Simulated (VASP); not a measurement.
Here is a VASP 6.6.1 calculation.

File INCAR:

```
  PREC = Accurate
  ENCUT = 500
  EDIFF = 1E-6
  ISMEAR = 0
  SIGMA = 0.1
  LREAL = F
  LASPH = T
  NELM = 120
  ALGO = Normal
  ISIF = 2
  LWAVE = F
  LCHARG = F
  GGA = PS
  NBANDS = 16
  GGA_COMPAT = F
```

File KPOINTS:

```
Automatic mesh
0
Gamma
  12 12 12
```

Contents of POSCAR:

```
Al2Au
1.0
    0.0000000000      3.0010858751      3.0010858751
    3.0010858751      0.0000000000      3.0010858751
    3.0010858751      3.0010858751      0.0000000000
Al Au
2 1
Direct
    0.2500000000      0.2500000000      0.2500000000
    0.7500000000      0.7500000000      0.7500000000
    0.0000000000      0.0000000000      0.0000000000
```

Potentials or basis: VASP PAW PBE potentials, release 64 (Al, Au).

The run is started by

```bash
$ cat potpaw_PBE.64/Al/POTCAR potpaw_PBE.64/Au/POTCAR > POTCAR
$ mpirun -np 1 vasp_std > vasp.out
```

(1) What does it give for the pressure?

Results:

(1) -0.1 GPa.

Caveat: the PAW data sets were made with another functional, which shifts forces and pressure a little.
